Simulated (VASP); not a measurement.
# Pt (Fm-3m) in VASP: a series of runs

The runs below take Pt through single point, with PBE.

All numbers are computed with VASP 6.6.1; they aren't measurements. Logs are shortened: lines on timing, memory, paths and dates and some standing lists are left out, and cuts for length are marked.

### 1 The cell of the first run

It takes space group Fm-3m (No. 225, cubic). The conventional cell has a = 3.851 Å, b = 3.851 Å, c = 3.851 Å, α = 90.00°, β = 90.00°, γ = 90.00°. Within 3.6 Å of Pt (site symmetry m-3m) lie 12 Pt at 2.72 Å.

### 2 Single point, PBE

INCAR

```
PREC = Accurate
ENCUT = 520
EDIFF = 1E-7
ISMEAR = 0
SIGMA = 0.15
LREAL = F
LASPH = T
NELM = 80
ALGO = Normal
ISIF = 2
LWAVE = F
LCHARG = F
GGA = PE
NBANDS = 11
```

KPOINTS

```
Automatic mesh
0
Gamma
  20 20 20
```

POSCAR

```
Pt
1.0
    0.0000000000      1.9254157702      1.9254157702
    1.9254157702      0.0000000000      1.9254157702
    1.9254157702      1.9254157702      0.0000000000
Pt
1
Direct
    0.0000000000      0.0000000000      0.0000000000
```

Potentials or basis: VASP PAW PBE potentials, release 64 (Pt).

The run is started by

```sh
$ cat potpaw_PBE.64/Pt/POTCAR > POTCAR
$ mpirun -np 1 vasp_std > vasp.out
```

OUTCAR:

```text
PREC = Accurate
   ENCUT = 520
   EDIFF = 1E-7
   ISMEAR = 0
   LREAL = F
   LASPH = T
   NELM = 80
   ISIF = 2
   GGA = PE

 ion  position               nearest neighbor table
   1  0.000  0.000  0.000-

  LATTYP: Found a face centered cubic cell.
 ALAT       =     3.8508315404

  Lattice vectors:

 A1 = (   0.0000000000,   1.9254157702,   1.9254157702)
 A2 = (   1.9254157702,   0.0000000000,   1.9254157702)
 A3 = (   1.9254157702,   1.9254157702,   0.0000000000)

Analysis of symmetry for initial positions (statically):
=====================================================================
 Subroutine PRICEL returns:
 Original cell was already a primitive cell.

 Routine SETGRP: Setting up the symmetry group for a
 face centered cubic supercell.

 Subroutine GETGRP returns: Found 48 space group operations
 (whereof 48 operations were pure point group operations)
 out of a pool of 48 trial point group operations.

The static configuration has the point symmetry O_h .

Analysis of symmetry for dynamics (positions and initial velocities):
=====================================================================
 Subroutine PRICEL returns:
 Original cell was already a primitive cell.

 Routine SETGRP: Setting up the symmetry group for a
 face centered cubic supercell.

 Subroutine GETGRP returns: Found 48 space group operations
 (whereof 48 operations were pure point group operations)
 out of a pool of 48 trial point group operations.

The dynamic configuration has the point symmetry O_h .

 Subroutine INISYM returns: Found 48 space group operations
 (whereof 48 operations are pure point group operations),
 and found     1 'primitive' translations

----------------------------------------------------------------------------------------

                                     Primitive cell

  volume of cell :      14.2759

  direct lattice vectors                    reciprocal lattice vectors
     0.000000000  1.925415770  1.925415770    -0.259684172  0.259684172  0.259684172
     1.925415770  0.000000000  1.925415770     0.259684172 -0.259684172  0.259684172
     1.925415770  1.925415770  0.000000000     0.259684172  0.259684172 -0.259684172

  length of vectors
     2.722949095  2.722949095  2.722949095     0.449786180  0.449786180  0.449786180

  position of ions in fractional coordinates (direct lattice)
     0.000000000  0.000000000  0.000000000

  ion indices of the primitive-cell ions
   primitive index   ion index
                 1           1

----------------------------------------------------------------------------------------

 KPOINTS: Automatic mesh

Automatic generation of k-mesh.
 Grid dimensions read from file:
 generate k-points for:   20   20   20

 Generating k-lattice:

  Cartesian coordinates                     Fractional coordinates (reciprocal lattice)
    -0.012984209  0.012984209  0.012984209     0.050000000  0.000000000  0.000000000
     0.012984209 -0.012984209  0.012984209     0.000000000  0.050000000  0.000000000
     0.012984209  0.012984209 -0.012984209     0.000000000  0.000000000  0.050000000

  Length of vectors
     0.022489309  0.022489309  0.022489309

  Shift w.r.t. Gamma in fractional coordinates (k-lattice)
     0.000000000  0.000000000  0.000000000

 Subroutine IBZKPT returns following result:
 ===========================================

 Found    256 irreducible k-points:

 Following reciprocal coordinates:
            Coordinates               Weight
  0.000000  0.000000  0.000000      1.000000
  0.050000  0.000000  0.000000      8.000000
  0.100000  0.000000  0.000000      8.000000
  0.150000  0.000000  0.000000      8.000000
  0.200000  0.000000  0.000000      8.000000
  0.250000  0.000000  0.000000      8.000000
[... 16 lines left out ...]
 -0.400000  0.050000  0.000000     24.000000
 -0.350000  0.050000  0.000000     24.000000
 [... further k-points ...]
   k-points           NKPTS =    256   k-points in BZ     NKDIM =    256   number of bands    NBANDS=     11
   number of dos      NEDOS =    301   number of ions     NIONS =      1
   total plane-waves  NPLWV =   8000
   dimension x,y,z NGX =    20 NGY =   20 NGZ =   20
   dimension x,y,z NGXF=    40 NGYF=   40 NGZF=   40
   ions per type =               1
   NGX,Y,Z   is equivalent  to a cutoff of  12.21, 12.21, 12.21 a.u.
   NGXF,Y,Z  is equivalent  to a cutoff of  24.42, 24.42, 24.42 a.u.
 SYSTEM =  unknown system
   PREC   = accura    normal or accurate (medium, high low for compatibility)
   ISTART =      0    job   : 0-new  1-cont  2-samecut
   ICHARG =      2    charge: 1-file 2-atom 10-const
   ISPIN  =      1    spin polarized calculation?
   LNONCOLLINEAR =      F non collinear calculations
   LSORBIT =      F    spin-orbit coupling
   LASPH  =      T    aspherical Exc in radial PAW
   ENCUT  =  520.0 eV  38.22 Ry    6.18 a.u.   5.06  5.06  5.06*2*pi/ulx,y,z
   NELM   =     80;   NELMIN=  2; NELMDL= -5     # of ELM steps
   EDIFF  = 0.1E-06   stopping-criterion for ELM
   LREAL  =      F    real-space projection
   EDIFFG = 0.1E-05   stopping-criterion for IOM
   NSW    =      0    number of steps for IOM
   IBRION =     -1    ionic relax: 0-MD 1-quasi-New 2-CG
   NFREE  =      0    steps in history (QN), initial steepest desc. (CG)
   ISIF   =      2    stress and relaxation
   ISYM   =      2    0-nonsym 1-usesym 2-fastsym
   POTIM  = 0.5000    time-step for ionic-motion
   TEBEG  =    0.0;   TEEND  =   0.0 temperature during run
   PSTRESS=    0.0 pullay stress
   NELECT =      10.0000    total number of electrons
   NUPDOWN=      -1.0000    fix difference up-down
   EMIN   =  10.00;   EMAX   =-10.00  energy-range for DOS
   EFERMI =   0.00;   METHOD = LEGACY
   ISMEAR =     0;   SIGMA  =   0.15  broadening in eV -4-tet -1-fermi 0-gaus
   EFERMI_NEDOS =   21; number of points for ismear=-14 and -15
   IALGO  =     38    algorithm
   IMIX   =      4    mixing-type and parameters
     AMIX     =   0.40;   BMIX     =  1.00
     AMIX_MAG =   1.60;   BMIX_MAG =  1.00
  volume/ion in A,a.u.               =      14.28        96.34
  Fermi-wavevector in a.u.,A,eV,Ry     =   1.453919  2.747509 28.761102  2.113881
  Thomas-Fermi vector in A             =   2.571130
   LORBIT       =      0    0 simple, 1 ext, 2 COOP (PROOUT), +10 PAW based schemes
   GGA     = PE    functional components
   LHFCALC =     F    Hartree Fock is set to
   AEXX    =    0.0000 exact exchange contribution
   IVDW    =     0    specifies the selected vdW correction
   LEPSILON=     F    determine dielectric tensor
   LRPA    =     F    only Hartree local field effects (RPA)
 non-spin polarized calculation
 Gauss-broadening in eV      SIGMA  =   0.15
  energy-cutoff  :      520.00
  volume of cell :       14.28
 maximum number of plane-waves:       396
   NGX = 11   NGY = 11   NGZ = 11

 number of electron      10.0000000 magnetization

 number of electron       9.9999999 magnetization

 Free energy of the ion-electron system (eV)
  ---------------------------------------------------
  ext. energy  EPLUGINS =         0.00000000
  ---------------------------------------------------
  free energy    TOTEN  =        -5.99965891 eV

  energy without entropy =       -5.98183902  energy(sigma->0) =       -5.99074897

 E-fermi :  12.3671     XC(G=0): -13.8220

 val. band max:       12.3661741284   @ k =   0.4000   0.1000   0.0500
 cond. band min:      12.3747743699   @ k =  -0.4000   0.3500   0.1000
 fundamental gap:      0.0086002415
 Fermi energy:        12.3671310435

 k-point     1 :       0.0000    0.0000    0.0000
  band No.  band energies     occupation
      1       1.5039      2.00000
      2       8.2162      2.00000
      3       8.2162      2.00000
      4       8.2162      2.00000
      5      10.5757      2.00000
      6      10.5757      2.00000
      7      26.8170      0.00000
      8      32.0981      0.00000
      9      32.0981      0.00000
     10      32.0981      0.00000
     11      37.6467      0.00000

 k-point     2 :       0.0500    0.0000    0.0000
  band No.  band energies     occupation
      1       1.6107      2.00000
      2       8.1653      2.00000
      3       8.2601      2.00000
      4       8.2601      2.00000
      5      10.5494      2.00000
      6      10.5494      2.00000
      7      26.9914      0.00000
      8      31.5396      0.00000
      9      32.2685      0.00000
     10      32.2685      0.00000
     11      38.2938      0.00000

 k-point     3 :       0.1000    0.0000    0.0000
  band No.  band energies     occupation
      1       1.9228      2.00000
      2       8.0306      2.00000
      3       8.3788      2.00000
      4       8.3788      2.00000
      5      10.4881      2.00000
      6      10.4881      2.00000
      7      27.4788      0.00000
      8      30.3239      0.00000
      9      32.7681      0.00000
     10      32.7681      0.00000
     11      39.4568      0.00000

 k-point     4 :       0.1500    0.0000    0.0000
  band No.  band energies     occupation
      1       2.4124      2.00000
      2       7.8648      2.00000
      3       8.5273      2.00000
      4       8.5273      2.00000
      5      10.4473      2.00000
      6      10.4473      2.00000
      7      28.1552      0.00000
      8      28.9258      0.00000
      9      33.5618      0.00000
     10      33.5618      0.00000
     11      38.6518      0.00000

 k-point     5 :       0.2000    0.0000    0.0000
  band No.  band energies     occupation
      1       3.0204      2.00000
      2       7.7555      2.00000
      3       8.6280      2.00000
      4       8.6280      2.00000
      5      10.5156      2.00000
      6      10.5156      2.00000
      7      27.4631      0.00000
      8      28.7650      0.00000
      9      34.5821      0.00000
     10      34.5821      0.00000
     11      37.0374      0.00000
[... 211 lines left out ...]
 k-point    21 :       0.5000    0.0500    0.0000
  band No.  band energies     occupation
      1       4.5203      2.00000
      2       8.0633      2.00000
      3       8.2156      2.00000
      4      10.9485      2.00000
      5      12.4184      0.62891
      6      13.0922      0.00000
      7      18.6785      0.00000
      8      26.5822      0.00000
      9      31.5570      0.00000
     10      31.5856      0.00000
     11      41.4672      0.00000

 k-point    22 :      -0.4500    0.0500    0.0000
  band No.  band energies     occupation
      1       4.5227      2.00000
      2       8.0838      2.00000
      3       8.2149      2.00000
      4      10.8699      2.00000
      5      12.2775      1.60205
      6      13.0681      0.00000
      7      18.8989      0.00000
      8      26.6228      0.00000
      9      31.3918      0.00000
     10      31.9262      0.00000
     11      41.1481      0.00000

 k-point    23 :      -0.4000    0.0500    0.0000
  band No.  band energies     occupation
      1       4.5259      2.00000
      2       8.1634      2.00000
      3       8.2732      2.00000
      4      10.1783      2.00000
      5      11.9493      1.99992
      6      12.6806      0.00313
      7      20.1642      0.00000
      8      26.9056      0.00000
      9      31.7094      0.00000
     10      32.7616      0.00000
     11      39.8938      0.00000

 k-point    24 :      -0.3500    0.0500    0.0000
  band No.  band energies     occupation
      1       4.4849      2.00000
      2       8.2872      2.00000
      3       8.3827      2.00000
      4       9.2092      2.00000
      5      11.4975      2.00000
      6      12.2134      1.85273
      7      21.8975      0.00000
      8      27.4282      0.00000
      9      32.4298      0.00000
     10      34.0332      0.00000
     11      38.2515      0.00000

 [... further k-points ...]

------------------------ aborting loop because EDIFF is reached ----------------------------------------

  FORCE on cell =-STRESS in cart. coord.  units (eV):
  Direction    XX          YY          ZZ          XY          YZ          ZX
  --------------------------------------------------------------------------------------
  -------------------------------------------------------------------------------------
  Total        2.5468421      2.5468421      2.5468421      0.0000000      0.0000000      0.0000000
  in kB      285.8308041    285.8308041    285.8308041      0.0000000      0.0000000      0.0000000
  external PRESSURE =     285.8308041 kB  Pullay stress =       0.0000000 kB

 VOLUME and BASIS-vectors are now :
 -----------------------------------------------------------------------------
  energy-cutoff  :      520.00
  volume of cell :       14.28
      direct lattice vectors                 reciprocal lattice vectors
     0.000000000  1.925415770  1.925415770    -0.259684172  0.259684172  0.259684172
     1.925415770  0.000000000  1.925415770     0.259684172 -0.259684172  0.259684172
     1.925415770  1.925415770  0.000000000     0.259684172  0.259684172 -0.259684172

 POSITION                                       TOTAL-FORCE (eV/Angst)
 -----------------------------------------------------------------------------------
      0.00000      0.00000      0.00000         0.000000      0.000000      0.000000
 -----------------------------------------------------------------------------------
    total drift:                                0.000000      0.000000      0.000000

  FREE ENERGIE OF THE ION-ELECTRON SYSTEM (eV)
  ---------------------------------------------------
  free  energy   TOTEN  =        -5.9996589142 eV

  energy  without entropy=       -5.9818390245  energy(sigma->0) =       -5.99074897
```

Wall time 22 s (1 thread of Intel Xeon 8259CL, shared host); peak memory 0.16 GiB.

Results:

* Free energy: -5.9997 eV
* Pressure: 28.6 GPa
* Band gap on the k mesh: zero (bands 5 and 6 overlap by 2.47 eV)

Caveat: the cell stands under pressure; spin-orbit coupling is left out, which moves the levels of the heavy elements.

### 3 Single point, PBE

This run uses another cell than the first one, of 14.72 Å³/atom.

INCAR

```
SYSTEM = Pt
ALGO     = Fast           ! electronic algorithm
EDIFF    = 1E-7           ! SCF threshold, eV
ENCUT    = 520            ! plane-wave cutoff, eV
GGA      = PE             ! functional
ISIF     = 2              ! what is computed and relaxed
ISMEAR   = 0              ! smearing method
LASPH    = .TRUE.         ! aspherical terms in the spheres
LCHARG   = .TRUE.         ! write CHGCAR
LELF     = .TRUE.         ! ELF
LREAL    = .FALSE.        ! projectors in reciprocal space
LVHAR    = .TRUE.       
LWAVE    = .FALSE.        ! write WAVECAR
NBANDS   = 11             ! bands
NELM     = 60             ! most SCF steps
PREC     = Accurate       ! precision mode
SIGMA    = 0.15           ! smearing width, eV
```

KPOINTS

```
k-points
0
G
  20 20 20
  0 0 0
```

POSCAR

```
Pt
1.0
    0.0000000000      1.9452654173      1.9452654173
    1.9452654173      0.0000000000      1.9452654173
    1.9452654173      1.9452654173      0.0000000000
Pt
1
Direct
    0.0000000000      0.0000000000      0.0000000000
```

Potentials or basis: VASP PAW PBE potentials, release 64 (Pt).

The run is started by

```sh
$ cat potpaw_PBE.64/Pt/POTCAR > POTCAR
$ mpirun -np 1 vasp_std > vasp.out
```

OUTCAR:

```text
SYSTEM = Pt
   EDIFF = 1E-7
   ENCUT = 520
   GGA = PE
   ISIF = 2
   ISMEAR = 0
   LASPH = .TRUE.
   LREAL = .FALSE.
   NELM = 60
   PREC = Accurate

 ion  position               nearest neighbor table
   1  0.000  0.000  0.000-

  LATTYP: Found a face centered cubic cell.
 ALAT       =     3.8905308346

  Lattice vectors:

 A1 = (   0.0000000000,   1.9452654173,   1.9452654173)
 A2 = (   1.9452654173,   0.0000000000,   1.9452654173)
 A3 = (   1.9452654173,   1.9452654173,   0.0000000000)

Analysis of symmetry for initial positions (statically):
=====================================================================
 Subroutine PRICEL returns:
 Original cell was already a primitive cell.

 Routine SETGRP: Setting up the symmetry group for a
 face centered cubic supercell.

 Subroutine GETGRP returns: Found 48 space group operations
 (whereof 48 operations were pure point group operations)
 out of a pool of 48 trial point group operations.

The static configuration has the point symmetry O_h .

[... 164 lines left out ...]
 Fermi energy:        11.7451964936

 k-point     1 :       0.0000    0.0000    0.0000
  band No.  band energies     occupation
      1       1.2441      2.00000
      2       7.7981      2.00000
      3       7.7981      2.00000
      4       7.7981      2.00000
      5      10.0411      2.00000
      6      10.0411      2.00000
      7      26.3023      0.00000
      8      31.4062      0.00000
      9      31.4062      0.00000
     10      31.4062      0.00000
     11      36.8388      0.00000
[... 309 lines left out ...]
 k-point    24 :      -0.3500    0.0500    0.0000
  band No.  band energies     occupation
      1       4.1889      2.00000
      2       7.8699      2.00000
      3       7.9610      2.00000
      4       8.7546      2.00000
      5      10.9220      2.00000
      6      11.6029      1.82031
      7      21.0406      0.00000
      8      26.8364      0.00000
      9      31.5224      0.00000
     10      33.1144      0.00000
     11      37.3345      0.00000

 [... further k-points ...]

------------------------ aborting loop because EDIFF is reached ----------------------------------------

  FORCE on cell =-STRESS in cart. coord.  units (eV):
  Direction    XX          YY          ZZ          XY          YZ          ZX
  --------------------------------------------------------------------------------------
  -------------------------------------------------------------------------------------
  Total        1.5893151      1.5893151      1.5893151     -0.0000000     -0.0000000      0.0000000
  in kB      172.9633188    172.9633188    172.9633188     -0.0000000     -0.0000000      0.0000000
  external PRESSURE =     172.9633188 kB  Pullay stress =       0.0000000 kB

 VOLUME and BASIS-vectors are now :
 -----------------------------------------------------------------------------
  energy-cutoff  :      520.00
  volume of cell :       14.72
      direct lattice vectors                 reciprocal lattice vectors
     0.000000000  1.945265417  1.945265417    -0.257034333  0.257034333  0.257034333
     1.945265417  0.000000000  1.945265417     0.257034333 -0.257034333  0.257034333
     1.945265417  1.945265417  0.000000000     0.257034333  0.257034333 -0.257034333

 POSITION                                       TOTAL-FORCE (eV/Angst)
 -----------------------------------------------------------------------------------
      0.00000      0.00000      0.00000         0.000000      0.000000      0.000000
 -----------------------------------------------------------------------------------
    total drift:                                0.000000     -0.000000      0.000000

  FREE ENERGIE OF THE ION-ELECTRON SYSTEM (eV)
  ---------------------------------------------------
  free  energy   TOTEN  =        -6.0634467623 eV

  energy  without entropy=       -6.0446267853  energy(sigma->0) =       -6.05403677
```

stdout:

```text
POSCAR found type information on POSCAR Pt
 POSCAR found :  1 types and       1 ions
 scaLAPACK will be used
 LDA part: xc-table for (Slater+PW92), standard interpolation
 POSCAR, INCAR and KPOINTS ok, starting setup
 FFT: planning ... GRIDC
 FFT: planning ... GRID_SOFT
 FFT: planning ... GRID
 WAVECAR not read
 entering main loop
```

Run time: 46 s. Hardware: 1 thread of Intel Xeon 8259CL, shared host; peak memory 0.16 GiB.

What came out:

| Item | Value |
| --- | --- |
| Free energy | -6.0634 eV |
| Pressure | 17.3 GPa |
| Band gap on the k mesh | zero (bands 5 and 6 overlap by 2.34 eV) |

Caveat: the cell stands under pressure; spin-orbit coupling is left out, which moves the levels of the heavy elements.

(Part 1 of 2 ends here.)
